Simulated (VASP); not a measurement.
**Os: single point with r2SCAN+D3(BJ)**

Crystal: Os.

```
Os
1.0
     2.77008    0.00000    0.00000
    -1.38504    2.39896    0.00000
     0.00000    0.00000    4.37654
Os
2
Direct
  0.66667 0.33333 0.75000
  0.33333 0.66667 0.25000
```

```
Program             : VASP 6.6.1
Task                : single point
Functional          : r2SCAN
Dispersion          : D3(BJ)
Potentials or basis : VASP PAW PBE potentials, release 64 (Os)
Cutoff              : 520 eV
k mesh              : 11 × 11 × 6
Occupations         : fermi-dirac, width 0.05 eV
Spin                : no spin polarisation
```

```yaml
Pressure: -17.1 GPa
Band_gap_on_the_k_mesh: zero (band 8 reaches 10.71 eV, above the bottom of band 9 at 6.90 eV)
Dispersion_energy_per_atom: -0.295 eV
```

Stress tensor (GPa, compression positive):
```
-16.51   0.00   0.00
  0.00 -16.51   0.00
  0.00   0.00 -18.18
```

Levels at points of the mesh, in eV from the Fermi level:
```csv
k point,band 4,band 5,band 6,band 7,band 8,band 9,band 10,band 11,band 12,band 13
"(0.00, 0.00, 0.00)",-2.94,-2.70,-2.13,-2.13,-1.51,-1.51,0.06,1.70,1.70,9.14
"(0.00, 0.00, 0.50)",-3.49,-3.14,-3.14,-3.14,-3.14,0.90,0.90,0.90,0.90,14.49
```

Run time: 3.4 min on 1 thread of AMD EPYC 7R13, with other jobs on the host, peak memory 0.15 GiB.

Caveat: the PAW data sets were made with another functional, which shifts forces and pressure a little; spin-orbit coupling is left out, which moves the levels of the heavy elements; pairwise dispersion overbinds metals, which lowers pressure and volume.
